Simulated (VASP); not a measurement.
Input of a VASP 6.6.1 run:

File INCAR:

```
SYSTEM = BaS
PREC = Accurate ; ENCUT = 520
EDIFF = 1E-6 ; ISMEAR = 0
SIGMA = 0.05 ; LREAL = .FALSE.
LASPH = .TRUE. ; NELM = 80
ALGO = Normal ; ISIF = 2
LWAVE = .FALSE. ; LCHARG = .FALSE.
GGA = CA ; NBANDS = 15
```

File KPOINTS:

```
Automatic mesh
0
G
  8 8 8
  0 0 0
```

The input POSCAR:

```
BaS
1.0
    0.0000000000      3.1937500000      3.0660000000
    3.1937500000      0.0000000000      3.0660000000
    3.1937500000      3.1937500000      0.0000000000
Ba S
1 1
Direct
    0.0000000000      0.0000000000      0.0000000000
    0.5000000000      0.5000000000      0.5000000000
```

Potentials or basis: VASP PAW LDA potentials, release 64 (Ba_sv, S).

Launch:

```console
$ cat potpaw_LDA.64/Ba_sv/POTCAR potpaw_LDA.64/S/POTCAR > POTCAR
$ mpirun -np 1 vasp_std > vasp.out
```

Estimate the pressure.

0.3 GPa.

Estimate the band gap on the k mesh.

1.68 eV, indirect (least direct gap 1.82 eV).

Stress tensor (GPa, compression positive):
```
-1.20  0.00  0.00
 0.00 -1.20  0.00
 0.00  0.00  3.22
```

Caveat: the cell differs from its parent crystal (strain -0.0400 x Voigt [0, 0, 1, 0, 0, 0]); spin-orbit coupling is left out, which moves the levels of the heavy elements. A k mesh can miss the band edges.
